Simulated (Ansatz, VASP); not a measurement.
Given: the input of a run of Ansatz 0.2.0 on Al.

Contents of input.yaml:

```yaml
crystal:
  lattice:
    - [0.0, 2.024805, 2.024805]
    - [2.024805, 0.0, 2.024805]
    - [2.024805, 2.024805, 0.0]
  atoms:
    - { symbol: Al, position: [0.0, 0.0, 0.0] }
kpoints:
  mp_grid: { grid: [11, 11, 11] }
scf:
  occupations: { method: gaussian, width: 0.022 }
hamiltonian:
  xc: pbe
  pseudopotentials: { kind: all_electron, lapw: { basis_error: 0.001 } }
output:
  forces: true
  stress: true
  eigenvalues: true
```

Potentials or basis: all-electron LAPW, scalar-relativistic.

Run with:

```sh
$ ansatz run input.yaml --threads 1 --pin off --max-ram 3072MiB --backend cpu --events-out ev --progress --plain --runs-dir out
```

Set up the same calculation for VASP 6.6.1. Potentials there: VASP PAW PBE potentials, release 64 (Al).

As run (the cutoff follows the program's own potentials):

INCAR

```
SYSTEM = Al
ALGO = Fast
EDIFF = 1E-7
ENCUT = 520
GGA = PE
ISIF = 2
ISMEAR = 0
LASPH = .TRUE.
LCHARG = .TRUE.
LELF = .TRUE.
LREAL = .FALSE.
LVHAR = .TRUE.
LWAVE = .FALSE.
NBANDS = 8
NELM = 60
PREC = Accurate
SIGMA = 0.022
```

KPOINTS

```
k-points
0
G
  11 11 11
  0 0 0
```

Contents of POSCAR:

```
Al
1.0
    0.0000000000      2.0248050000      2.0248050000
    2.0248050000      0.0000000000      2.0248050000
    2.0248050000      2.0248050000      0.0000000000
Al
1
Direct
    0.0000000000      0.0000000000      0.0000000000
```

Potentials or basis: VASP PAW PBE potentials, release 64 (Al).

Launch:

```bash
$ cat potpaw_PBE.64/Al/POTCAR > POTCAR
$ mpirun -np 1 vasp_std > vasp.out
```

Both were run:

|  | VASP | Ansatz | Ansatz less VASP |
| --- | --- | --- | --- |
| gap on the k mesh at the Fermi level (eV) | none | none | - |
| pressure (GPa) | -0.5 | -0.5 | +0.04 |

A gap of «none» marks a metal or a gap that the smearing closes. Ansatz ran all-electron here, and VASP with PAW potentials.
